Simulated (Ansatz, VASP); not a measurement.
One calculation of Ir, two programs

File INCAR:

```
SYSTEM = Ir
ALGO = Normal
EDIFF = 1E-7
ENCUT = 520
GGA = PS
ISIF = 2
ISMEAR = -1
LASPH = .True.
LCHARG = .False.
LREAL = .False.
LWAVE = .False.
NBANDS = 16
NELM = 80
PREC = Accurate
SIGMA = 0.05
```

Contents of KPOINTS:

```
k-points
0
Gamma
  13 13 13
  0 0 0
```

POSCAR

```
Ir
1.0
    0.0000000000      2.5014726914      2.5014726914
    2.5014726914      0.0000000000      2.5014726914
    2.5014726914      2.5014726914      0.0000000000
Ir
2
Direct
   -0.1250000000     -0.1250000000     -0.1250000000
    0.1250000000      0.1250000000      0.1250000000
```

Input for Ansatz:

```yaml
crystal:
  lattice:
    - [0.0, 2.5014726914, 2.5014726914]
    - [2.5014726914, 0.0, 2.5014726914]
    - [2.5014726914, 2.5014726914, 0.0]
  atoms:
    - { symbol: Ir, position: [-0.125, -0.125, -0.125] }
    - { symbol: Ir, position: [0.125, 0.125, 0.125] }
kpoints:
  mp_grid: { grid: [13, 13, 13] }
scf:
  occupations: { method: fermi_dirac, width: 0.05 }
hamiltonian:
  xc: pbesol
  pseudopotentials: { kind: paw }
output:
  forces: true
  stress: true
  eigenvalues: true
  populations: true
```

Change from the starting cell: volume scaled by 0.75, PAW files.

Alike in both runs: task single point; functional PBEsol; k mesh 13 × 13 × 13; occupations fermi-dirac, width 0.05 eV; no spin polarisation.

```csv
,VASP,Ansatz
version,VASP 6.6.1,Ansatz 0.2.0
potentials or method,"VASP PAW PBE potentials, release 64 (Ir)","PAW with Ansatz's default frozen-core files, scalar-relativistic"
plane-wave cutoff (eV),520,420
valence electrons in the cell,18,34
```

VASP gave:

| Quantity | Value |
| --- | --- |
| pressure (GPa) | 111.7 |

Question: What did Ansatz give for the same quantities?

Answer: Pressure (GPa): 118.1.

VASP's potentials were made for PBE, not for PBEsol. Both programs put the cell under a high pressure, so it lies far from rest at this level. With one functional, cell and mesh, what is left measures potentials, basis and numerics. VASP's potentials hold 18 valence electrons a cell and Ansatz's 34, so a difference there can come from the potentials and not from the codes.

Neither program's run includes spin-orbit coupling. Noted on VASP's run: the cell as given lies far from equilibrium.
